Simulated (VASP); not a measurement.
# SiC in VASP: notebook

Runs on SiC. Level: LDA. Tasks: single point.

All numbers are computed with VASP 6.6.1; they aren't measurements. Logs are shortened: lines on timing, memory, paths and dates and some standing lists are left out, and cuts for length are marked.

## Step 1: The cell of the first run

The structure is tetragonal, space group I-4m2 (No. 119). Conventional cell: a = 3.061 Å, b = 3.061 Å, c = 4.632 Å, α = 90.00°, β = 90.00°, γ = 90.00°. Si (site symmetry -4m2) has 4 C at 1.92 Å within 2.5 Å. C (site symmetry -4m2) has 4 Si at 1.92 Å within 2.5 Å.

## Step 2: Single point, LDA (mode 4 frozen in at +0.000 Å, normal strain along y +0.0700)

INCAR reads:

```
PREC = Accurate
ENCUT = 600
EDIFF = 1E-6
ISMEAR = 0
SIGMA = 0.05
LREAL = F
LASPH = T
NELM = 120
ALGO = Normal
ISIF = 2
LWAVE = F
LCHARG = T
LELF = T
LVHAR = T
NBANDS = 16
GGA_COMPAT = F
```

KPOINTS reads:

```
Automatic mesh
0
Gamma
  10 10 6
```

POSCAR reads:

```
SiC
1.0
    0.0000000000     -2.1644105396     -2.3159192774
    0.0000000000      2.1644105396     -2.3159192774
    4.3288210792      0.0000000000      0.0000000000
Si C
2 2
Direct
    0.5000000000      0.5000000000      0.5000000000
    0.0000000000      0.0000000000      0.0000000000
    0.0000000000      0.5000000000      0.2500000000
    0.5000000000      0.0000000000      0.7500000000
```

Potentials or basis: VASP PAW LDA potentials, release 64 (Si, C).

Started as:

```console
$ cat potpaw_LDA.64/Si/POTCAR potpaw_LDA.64/C/POTCAR > POTCAR
$ mpirun -np 1 vasp_std > vasp.out
```

OUTCAR:

```text
PREC = Accurate
   ENCUT = 600
   EDIFF = 1E-6
   ISMEAR = 0
   LREAL = F
   LASPH = T
   NELM = 120
   ISIF = 2

 ion  position               nearest neighbor table
   1  0.500  0.500  0.500-   3 1.92   4 1.92   4 1.92   3 1.92   2 3.06   2 3.06   2 3.06   2 3.06

   2  0.000  0.000  0.000-   3 1.92   4 1.92   3 1.92   4 1.92   1 3.06   1 3.06   1 3.06   1 3.06

   3  0.000  0.500  0.250-   1 1.92   2 1.92   2 1.92   1 1.92
   4  0.500  0.000  0.750-   1 1.92   2 1.92   1 1.92   2 1.92

  LATTYP: Found a base centered orthorhombic cell.
 ALAT       =     4.3288210792
 B/A-ratio  =     1.0700000000
 C/A-ratio  =     1.0000000000

  Lattice vectors:

 A1 = (   0.0000000000,  -2.1644105396,   2.3159192774)
 A2 = (   0.0000000000,  -2.1644105396,  -2.3159192774)
 A3 = (   4.3288210792,   0.0000000000,   0.0000000000)

Analysis of symmetry for initial positions (statically):
=====================================================================
 Subroutine PRICEL returns following result:

  LATTYP: Found a body centered tetragonal cell.
 ALAT       =     3.0609387396
 C/A-ratio  =     1.5132085118

  Lattice vectors:

 A1 = (   2.1644105396,   0.0000000000,   2.3159192774)
 A2 = (  -2.1644105396,   0.0000000000,   2.3159192774)
 A3 = (   0.0000000000,  -2.1644105396,  -2.3159192774)

   2 primitive cells build up your supercell.

 Routine SETGRP: Setting up the symmetry group for a
 base centered orthorhombic supercell.

 Subroutine GETGRP returns: Found  4 space group operations
 (whereof  4 operations were pure point group operations)
 out of a pool of  8 trial point group operations.

The static configuration has the point symmetry D_2 .

Analysis of symmetry for dynamics (positions and initial velocities):
=====================================================================
 Subroutine PRICEL returns following result:

  LATTYP: Found a body centered tetragonal cell.
 ALAT       =     3.0609387396
 C/A-ratio  =     1.5132085118

  Lattice vectors:

 A1 = (   2.1644105396,   0.0000000000,   2.3159192774)
 A2 = (  -2.1644105396,   0.0000000000,   2.3159192774)
 A3 = (   0.0000000000,  -2.1644105396,  -2.3159192774)

   2 primitive cells build up your supercell.

 Routine SETGRP: Setting up the symmetry group for a
 base centered orthorhombic supercell.

 Subroutine GETGRP returns: Found  4 space group operations
[... 98 lines left out ...]
   LNONCOLLINEAR =      F non collinear calculations
   LSORBIT =      F    spin-orbit coupling
   LASPH  =      T    aspherical Exc in radial PAW
   ENCUT  =  600.0 eV  44.10 Ry    6.64 a.u.   6.33  6.33  8.65*2*pi/ulx,y,z
   NELM   =    120;   NELMIN=  2; NELMDL= -5     # of ELM steps
   EDIFF  = 0.1E-05   stopping-criterion for ELM
   LREAL  =      F    real-space projection
   EDIFFG = 0.1E-04   stopping-criterion for IOM
   NSW    =      0    number of steps for IOM
   IBRION =     -1    ionic relax: 0-MD 1-quasi-New 2-CG
   NFREE  =      0    steps in history (QN), initial steepest desc. (CG)
   ISIF   =      2    stress and relaxation
   ISYM   =      2    0-nonsym 1-usesym 2-fastsym
   POTIM  = 0.5000    time-step for ionic-motion
   TEBEG  =    0.0;   TEEND  =   0.0 temperature during run
   PSTRESS=    0.0 pullay stress
   NELECT =      16.0000    total number of electrons
   NUPDOWN=      -1.0000    fix difference up-down
   EMIN   =  10.00;   EMAX   =-10.00  energy-range for DOS
   EFERMI =   0.00;   METHOD = LEGACY
   ISMEAR =     0;   SIGMA  =   0.05  broadening in eV -4-tet -1-fermi 0-gaus
   EFERMI_NEDOS =   21; number of points for ismear=-14 and -15
   IALGO  =     38    algorithm
   IMIX   =      4    mixing-type and parameters
     AMIX     =   0.40;   BMIX     =  1.00
     AMIX_MAG =   1.60;   BMIX_MAG =  1.00
  volume/ion in A,a.u.               =      10.85        73.21
  Fermi-wavevector in a.u.,A,eV,Ry     =   1.173890  2.218330 18.749057  1.378017
  Thomas-Fermi vector in A             =   2.310295
   LORBIT       =      0    0 simple, 1 ext, 2 COOP (PROOUT), +10 PAW based schemes
   GGA     = CA    functional components
   LHFCALC =     F    Hartree Fock is set to
   AEXX    =    0.0000 exact exchange contribution
   IVDW    =     0    specifies the selected vdW correction
   LEPSILON=     F    determine dielectric tensor
   LRPA    =     F    only Hartree local field effects (RPA)
 non-spin polarized calculation
 Gauss-broadening in eV      SIGMA  =   0.05
  energy-cutoff  :      600.00
  volume of cell :       43.40
 maximum number of plane-waves:      1475
 NGX is ok and might be reduce to    28
   NGX = 13   NGY = 13   NGZ = 17

 number of electron      16.0000000 magnetization

 Free energy of the ion-electron system (eV)
  ---------------------------------------------------
  ext. energy  EPLUGINS =         0.00000000
  ---------------------------------------------------
  free energy    TOTEN  =       -33.05420006 eV

  energy without entropy =      -33.05420006  energy(sigma->0) =      -33.05420006

 E-fermi :   7.9332     XC(G=0): -11.3596

 val. band max:        7.7158845883   @ k =   0.0000   0.0000   0.0000
 cond. band min:       8.7082359905   @ k =   0.0000   0.0000   0.0000
 fundamental gap:      0.9923514023
 Fermi energy:         7.9332182901

 k-point     1 :       0.0000    0.0000    0.0000
  band No.  band energies     occupation
      1      -7.4120      2.00000
      2      -2.3540      2.00000
      3       0.1509      2.00000
      4       4.1658      2.00000
      5       4.2892      2.00000
      6       7.2102      2.00000
[... 433 lines left out ...]
      3       0.7370      2.00000
      4       1.6782      2.00000
      5       3.2903      2.00000
      6       3.6229      2.00000
[... 8 lines left out ...]
     15      19.3347      0.00000
     16      19.3363      0.00000

 [... further k-points ...]
[... 5 lines left out ...]
  --------------------------------------------------------------------------------------
  -------------------------------------------------------------------------------------
  Total       -1.9131442     -1.9128685     -7.2506547      0.0000000      0.0000000      0.0000000
  in kB      -70.6310409    -70.6208625   -267.6856675      0.0000000      0.0000000      0.0000000
  external PRESSURE =    -136.3125236 kB  Pullay stress =       0.0000000 kB

 VOLUME and BASIS-vectors are now :
 -----------------------------------------------------------------------------
  energy-cutoff  :      600.00
  volume of cell :       43.40
      direct lattice vectors                 reciprocal lattice vectors
     0.000000000 -2.164410540 -2.315919277     0.000000000 -0.231009779 -0.215896990
     0.000000000  2.164410540 -2.315919277     0.000000000  0.231009779 -0.215896990
     4.328821079  0.000000000  0.000000000     0.231009779  0.000000000  0.000000000

 POSITION                                       TOTAL-FORCE (eV/Angst)
 -----------------------------------------------------------------------------------
      2.16441      0.00000     -2.31592         0.000000     -0.000000      0.000000
      0.00000      0.00000      0.00000        -0.000000      0.000000      0.000000
      1.08221      1.08221     -1.15796        -0.000000     -0.000000      0.000000
      3.24662     -1.08221     -1.15796         0.000000     -0.000000      0.000000
 -----------------------------------------------------------------------------------
    total drift:                               -0.000000     -0.000000      0.000000

  FREE ENERGIE OF THE ION-ELECTRON SYSTEM (eV)
  ---------------------------------------------------
  free  energy   TOTEN  =       -33.0542000606 eV

  energy  without entropy=      -33.0542000606  energy(sigma->0) =      -33.05420006
```

OSZICAR:

```text
N       E                     dE             d eps       ncg     rms          rms(c)
DAV:   1     0.246670288578E+02    0.24667E+02   -0.76299E+03  3984   0.975E+02
DAV:   2    -0.340177938330E+02   -0.58685E+02   -0.52987E+02  5528   0.163E+02
DAV:   3    -0.368101730241E+02   -0.27924E+01   -0.27788E+01  5280   0.323E+01
DAV:   4    -0.368336812945E+02   -0.23508E-01   -0.23504E-01  4768   0.369E+00
DAV:   5    -0.368339354309E+02   -0.25414E-03   -0.25411E-03  5192   0.363E-01    0.121E+01
DAV:   6    -0.331623934908E+02    0.36715E+01   -0.66459E+00  5088   0.159E+01    0.545E+00
DAV:   7    -0.330996769132E+02    0.62717E-01   -0.11068E+00  5280   0.604E+00    0.235E+00
DAV:   8    -0.330596107666E+02    0.40066E-01   -0.63420E-02  4672   0.153E+00    0.626E-01
DAV:   9    -0.330541056389E+02    0.55051E-02   -0.79967E-03  5176   0.607E-01    0.120E-01
DAV:  10    -0.330541983678E+02   -0.92729E-04   -0.82107E-04  4600   0.169E-01    0.666E-02
DAV:  11    -0.330542006551E+02   -0.22873E-05   -0.32617E-05  5312   0.398E-02    0.166E-02
DAV:  12    -0.330542000606E+02    0.59450E-06   -0.68190E-06  4832   0.159E-02
   1 F= -.33054200E+02 E0= -.33054200E+02  d E =-.589860E-12
```

Run time: 67 s. Hardware: 1 thread of Intel Xeon 6975P-C, shared host; peak memory 0.21 GiB.

Results:

* Free energy: -33.0542 eV
* Pressure: -13.6 GPa
* Band gap on the k mesh: 0.99 eV

Stress tensor (GPa, compression positive):
```
 -7.06   0.00   0.00
  0.00  -7.06   0.00
  0.00   0.00 -26.77
```

Caveat: the cell differs from its parent crystal (mode 4 frozen in at +0.000 Å, normal strain along y +0.0700). A k mesh can miss the band edges.

## Step 3: Single point, LDA (mode 4 frozen in at -0.024 Å, normal strain along y +0.0700)

INCAR reads:

```
ALGO = Normal
EDIFF = 1E-6
ENCUT = 600
GGA_COMPAT = False
ISIF = 2
ISMEAR = 0
LASPH = True
LCHARG = False
LREAL = False
LWAVE = False
NBANDS = 16
NELM = 120
PREC = Accurate
SIGMA = 0.05
```

KPOINTS reads:

```
k-points
0
Gamma
  10 10 6
```

POSCAR reads:

```
SiC
1.0
    0.0000000000     -2.1644105396     -2.3159192774
    0.0000000000      2.1644105396     -2.3159192774
    4.3288210792      0.0000000000      0.0000000000
Si C
2 2
Direct
    0.5055442347      0.5055442347      0.5000000000
   -0.0055442347     -0.0055442347      0.0000000000
    0.0037533981      0.4962466019      0.2500000000
    0.4962466019      0.0037533981      0.7500000000
```

Potentials or basis: VASP PAW LDA potentials, release 64 (Si, C).

Started as:

```console
$ cat potpaw_LDA.64/Si/POTCAR potpaw_LDA.64/C/POTCAR > POTCAR
$ mpirun -np 1 vasp_std > vasp.out
```

It took 64 s on 1 thread of Intel Xeon 6975P-C, shared host; peak memory 0.21 GiB.

It converged, with:

- Free energy: -33.0441 eV
- Pressure: -13.6 GPa
- Largest force: 0.324 eV/Å
- Band gap on the k mesh: 0.99 eV

Forces in eV/Å, atoms in the order of the input:
```
Si   0.000  0.000  0.324
Si   0.000  0.000 -0.324
C    0.000  0.111  0.000
C    0.000 -0.111  0.000
```

Stress tensor (GPa, compression positive):
```
 -7.04   0.00   0.00
  0.00  -7.09   0.00
  0.00   0.00 -26.79
```

Levels at points of the mesh, in eV from the valence-band top:
| k point | band 5 | band 6 | band 7 | band 8 | band 9 | band 10 | band 11 | band 12 |
| --- | --- | --- | --- | --- | --- | --- | --- | --- |
| (0.00, 0.00, 0.00) | -3.43 | -0.51 | 0.00 | 0.00 | 0.99 | 3.47 | 5.50 | 6.66 |
| (0.50, 0.00, 0.00) | -4.20 | -4.19 | -1.59 | -1.58 | 4.72 | 4.86 | 7.54 | 7.64 |
| (0.50, 0.50, 0.00) | -3.55 | -3.43 | -2.80 | -2.80 | 0.99 | 1.59 | 3.47 | 4.61 |
| (0.00, 0.00, 0.50) | -2.33 | -2.33 | -2.09 | -2.09 | 3.58 | 3.58 | 5.70 | 5.70 |
| (0.50, 0.00, 0.50) | -1.63 | -1.63 | -0.80 | -0.80 | 4.39 | 4.39 | 6.71 | 6.71 |
| (0.50, 0.50, 0.50) | -4.95 | -4.95 | -4.68 | -4.68 | 5.16 | 5.16 | 8.57 | 8.57 |

Caveat: the cell differs from its parent crystal (mode 4 frozen in at -0.024 Å, normal strain along y +0.0700).

## Step 4: Single point, LDA (mode 4 frozen in at -0.048 Å, normal strain along y +0.0700)

INCAR reads:

```
SYSTEM = SiC
PREC     = Accurate       ! precision mode
ENCUT    = 600            ! plane-wave cutoff, eV
EDIFF    = 1E-6           ! SCF threshold, eV
ISMEAR   = 0              ! smearing method
SIGMA    = 0.05           ! smearing width, eV
LREAL    = .False.        ! projectors in reciprocal space
LASPH    = .True.         ! aspherical terms in the spheres
NELM     = 120            ! most SCF steps
ALGO     = Normal         ! electronic algorithm
ISIF     = 2              ! what is computed and relaxed
LWAVE    = .False.        ! write WAVECAR
LCHARG   = .False.        ! write CHGCAR
GGA      = CA             ! functional
NBANDS   = 16             ! bands
GGA_COMPAT= .False.
```

KPOINTS reads:

```
Automatic mesh
0
Gamma
  10 10 6
  0 0 0
```

POSCAR reads:

```
SiC
1.0
    0.0000000000     -2.1644105396     -2.3159192774
    0.0000000000      2.1644105396     -2.3159192774
    4.3288210792      0.0000000000      0.0000000000
Si C
2 2
Direct
    0.5110884694      0.5110884694      0.5000000000
   -0.0110884694     -0.0110884694      0.0000000000
    0.0075067962      0.4924932038      0.2500000000
    0.4924932038      0.0075067962      0.7500000000
```

Started as:

```console
$ cat potpaw_LDA.64/Si/POTCAR potpaw_LDA.64/C/POTCAR > POTCAR
$ mpirun -np 1 vasp_std > vasp.out
```

Wall time 63 s (1 thread of Intel Xeon 6975P-C, shared host); peak memory 0.21 GiB.

It converged, with:

| Quantity | Value |
| --- | --- |
| Free energy | -33.0138 eV |
| Pressure | -13.7 GPa |
| Largest force | 0.647 eV/Å |
| Band gap on the k mesh | 0.97 eV |

Forces on the atoms (eV/Å):
```
Si   0.000  0.000  0.647
Si   0.000  0.000 -0.647
C    0.000  0.221  0.000
C    0.000 -0.221  0.000
```

Stress tensor (GPa, compression positive):
```
 -6.97   0.00   0.00
  0.00  -7.15   0.00
  0.00   0.00 -26.84
```

Levels at points of the mesh, in eV from the valence-band top:
| k point | band 6 | band 7 | band 8 | band 9 | band 10 | band 11 |
| --- | --- | --- | --- | --- | --- | --- |
| (0.00, 0.00, 0.00) | -0.51 | -0.02 | 0.00 | 0.99 | 3.47 | 5.47 |
| (0.50, 0.00, 0.00) | -4.18 | -1.60 | -1.57 | 4.63 | 4.92 | 7.48 |
| (0.50, 0.50, 0.00) | -3.43 | -2.80 | -2.80 | 0.97 | 1.57 | 3.46 |
| (0.00, 0.00, 0.50) | -2.33 | -2.09 | -2.09 | 3.57 | 3.57 | 5.67 |
| (0.50, 0.00, 0.50) | -1.63 | -0.80 | -0.80 | 4.38 | 4.38 | 6.69 |
| (0.50, 0.50, 0.50) | -4.95 | -4.68 | -4.68 | 5.15 | 5.15 | 8.56 |

Caveat: the cell differs from its parent crystal (mode 4 frozen in at -0.048 Å, normal strain along y +0.0700).
